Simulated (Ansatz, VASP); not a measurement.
## MnI2 in VASP and in Ansatz

INCAR

```
SYSTEM = MnI2
PREC     = Accurate       ! precision mode
ENCUT    = 520            ! plane-wave cutoff, eV
EDIFF    = 1E-6           ! SCF threshold, eV
ISMEAR   = 0              ! smearing method
SIGMA    = 0.05           ! smearing width, eV
LREAL    = .FALSE.        ! projectors in reciprocal space
LASPH    = .TRUE.         ! aspherical terms in the spheres
NELM     = 150            ! most SCF steps
ALGO     = Normal         ! electronic algorithm
ISIF     = 2              ! what is computed and relaxed
LWAVE    = .FALSE.        ! write WAVECAR
LCHARG   = .FALSE.        ! write CHGCAR
LMAXMIX  = 4              ! l up to which the mixer works
LDAU     = .TRUE.         ! DFT+U
LDAUTYPE = 2            
LDAUL    = 2 -1           ! shell
LDAUU    = 4 0            ! U, eV
LDAUJ    = 0 0          
LDAUPRINT= 1            
NBANDS   = 36             ! bands
```

File KPOINTS:

```
regular mesh
0
G
  5 5 2
  0 0 0
```

POSCAR

```
MnI2
1.0
    4.1600013200      0.0000000000      0.0000000000
   -2.0800006600      3.6026668200      0.0000000000
    0.0000000000      0.0000000000     13.6399982000
Mn I
2 4
Direct
    0.0000000000      0.0000000000      0.0000000000
    0.0000000000      0.0000000000      0.5000000000
    0.3333333333      0.6666666667      0.1250000000
    0.6666666667      0.3333333333      0.3750000000
    0.3333333333      0.6666666667      0.6250000000
    0.6666666667      0.3333333333      0.8750000000
```

Input for Ansatz:

```yaml
crystal:
  lattice:
    - [4.16000132, 0.0, 0.0]
    - [-2.08000066, 3.60266682, 0.0]
    - [0.0, 0.0, 13.6399982]
  atoms:
    - { symbol: Mn, position: [0.0, 0.0, 0.0] }
    - { symbol: I, position: [0.3333333333, 0.6666666667, 0.125] }
    - { symbol: I, position: [0.6666666667, 0.3333333333, 0.375] }
    - { symbol: Mn, position: [0.0, 0.0, 0.5] }
    - { symbol: I, position: [0.3333333333, 0.6666666667, 0.625] }
    - { symbol: I, position: [0.6666666667, 0.3333333333, 0.875] }
basis:
  ecutwfc: 420
  ecutrho_ratio: 4
kpoints:
  mp_grid: { grid: [5, 5, 2] }
hamiltonian:
  xc: lda
  hubbard:
    sites: [{ site: 0, l: d, u_eff: 4.0 }, { site: 3, l: d, u_eff: 4.0 }]
scf:
  occupations: { method: gaussian, width: 0.05 }
  lower_state_search: "off"
  max_iter: 150
output:
  forces: true
  stress: true
  eigenvalues: true
  populations: true
  hubbard: { sites: [{ site: 0, l: d }, { site: 3, l: d }] }
```

Alike in both runs: task single point; functional LDA; k mesh 5 × 5 × 2; occupations gaussian, width 0.05 eV; no spin polarisation; Hubbard terms Mn d U = 4.0 eV.

|  | VASP | Ansatz |
| --- | --- | --- |
| version | VASP 6.6.1 | Ansatz 0.2.0 |
| potentials or method | VASP PAW LDA potentials, release 64 (Mn_pv, I), cutoff 520 eV | scalar-relativistic, plane waves, PAW |
| valence electrons in the cell | 54 | 98 |

VASP gave:

```
gap on the k mesh at the Fermi level (eV) : none
pressure (GPa)                            : -8.5
rms of the force components (eV/Å)        : 0.748
```

Q: Estimate Ansatz's values.

A: gap on the k mesh at the Fermi level (eV): none; pressure (GPa): -8.8; rms of the force components (eV/Å): 0.762.

LDA's correlation is that of Perdew and Zunger in VASP and of Perdew and Wang (1992) in Ansatz. The programs project onto different local orbitals, so the same U acts differently, and such runs can settle in different states. A gap of «none» marks a metal or a gap that the smearing closes. VASP's potentials hold 54 valence electrons a cell and Ansatz's 98, so a difference there can come from the potentials and not from the codes. Ansatz's warnings: filled band counts differ across k points.

Neither program's run includes spin-orbit coupling.
